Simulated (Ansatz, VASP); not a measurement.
One calculation of PtS2, two programs

```
Pt S
1.0
     3.58983    0.00000    0.00000
    -1.79491    3.10888    0.00000
     0.00000    0.00000    5.10511
Pt S
1 2
Direct
  0.00000 0.00000 0.00000
  0.66667 0.33333 0.77300
  0.33333 0.66667 0.22700
```

Alike in both runs: task single point; functional LDA; k mesh 9 × 9 × 5; occupations fermi-dirac, width 0.05 eV; no spin polarisation.

|  | VASP | Ansatz |
| --- | --- | --- |
| version | VASP 6.6.1 | Ansatz 0.2.0 |
| potentials or method | VASP PAW LDA potentials, release 64 (Pt, S) | Ansatz PAW |
| plane-wave cutoff (eV) | 520 | 420 |
| valence electrons in the cell | 22 | 30 |

VASP gave:

- gap on the k mesh at the Fermi level (eV): 0.87
- least direct gap on the mesh (eV): 0.92
- pressure (GPa): -2.3
- traceless stress, the component that is largest in VASP (GPa): 1.59
- rms of the force components (eV/Å): 0.115

Task: Estimate Ansatz's values.

Result: gap on the k mesh at the Fermi level (eV): 0.86; least direct gap on the mesh (eV): 0.91; pressure (GPa): -2.3; traceless stress, the component that is largest in VASP (GPa): 1.57; rms of the force components (eV/Å): 0.114.

LDA's correlation is that of Perdew and Zunger in VASP and of Perdew and Wang (1992) in Ansatz. Atom by atom the forces differ by 0.001 eV/Å (rms over components). VASP's potentials hold 22 valence electrons a cell and Ansatz's 30, so a difference there can come from the potentials and not from the codes.

Neither program's run includes spin-orbit coupling. Noted on Ansatz's run: odd divisions of the mesh miss points on the zone boundary, where band edges often lie, so the gap on the mesh can be too wide.
